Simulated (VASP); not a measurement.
Input of a VASP 6.6.1 run:

File POSCAR:

```
LaB6
1.0
    4.1546927964      0.0000000000      0.0000000000
    0.0000000000      4.1546927964      0.0000000000
    0.0000000000      0.0000000000      4.1546927964
La B
1 6
Direct
    0.0000000000      0.0000000000      0.0000000000
    0.1998272937      0.5000000000      0.5000000000
    0.5000000000      0.1998272937      0.5000000000
    0.8001727063      0.5000000000      0.5000000000
    0.5000000000      0.8001727063      0.5000000000
    0.5000000000      0.5000000000      0.1998272937
    0.5000000000      0.5000000000      0.8001727063
```

The input INCAR.step1:

```
ALGO = Normal
EDIFF = 1E-4
ENCUT = 600
GGA = PE
ISMEAR = 0
LASPH = True
LCHARG = False
LREAL = False
LWAVE = True
NELM = 100
PREC = Accurate
SIGMA = 0.1
```

File INCAR.step2:

```
ALGO = Normal
EDIFF = 1E-7
EDIFFG = -0.005
ENCUT = 600
IBRION = 2
ISIF = 3
ISMEAR = 0
ISTART = 1
LASPH = True
LCHARG = False
LMIXTAU = True
LREAL = False
LWAVE = False
METAGGA = R2SCAN
NELM = 100
NSW = 70
PREC = Accurate
SIGMA = 0.1
```

KPOINTS

```
k-points
0
Gamma
  8 8 8
```

Potentials or basis: VASP PAW PBE potentials, release 64 (La, B).

Launch:

```console
$ cat potpaw_PBE.64/La/POTCAR potpaw_PBE.64/B/POTCAR > POTCAR
$ cp INCAR.step1 INCAR
$ mpirun -np 1 vasp_std > vasp.out
$ cp INCAR.step2 INCAR
$ mpirun -np 1 vasp_std > vasp.out
```

(1) Estimate the band gap on the k mesh.

(2) Predict the relaxed cell.

## Answers

(1) zero (an odd number of electrons rules out a gap without spin polarisation).

(2) a = 4.152 Å, b = 4.152 Å, c = 4.152 Å, α = 90.00°, β = 90.00°, γ = 90.00°.

Caveat: spin-orbit coupling is left out, which moves the levels of the heavy elements.
